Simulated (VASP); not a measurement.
A run of VASP 6.6.1:

INCAR

```
PREC = Accurate
ENCUT = 520
EDIFF = 1E-6
ISMEAR = 0
SIGMA = 0.03
LREAL = F
LASPH = T
NELM = 100
ALGO = Normal
ISIF = 2
LWAVE = F
LCHARG = T
GGA = PE
IVDW = 12
LELF = T
LVHAR = T
NBANDS = 11
```

KPOINTS

```
regular mesh
0
Gamma
  6 6 8
```

File POSCAR:

```
Sr
1.0
   10.9876299658      0.0000000000      0.0000000000
   -5.4938149829      9.5155666777      0.0000000000
    0.0000000000      0.0000000000      4.8632231010
Sr
1
Direct
    0.0000000000      0.0000000000      0.0000000000
```

Potentials or basis: VASP PAW PBE potentials, release 64 (Sr_sv).

Command:

```sh
$ cat potpaw_PBE.64/Sr_sv/POTCAR > POTCAR
$ mpirun -np 1 vasp_std > vasp.out
```

Hardware: 1 thread of Intel Xeon 6975P-C (shared host).

How long does it take, and how much memory?

It took 4 min on 1 thread of Intel Xeon 6975P-C, on a shared host, peak memory 0.67 GiB. Counts: scf iterations 15, k points 35.
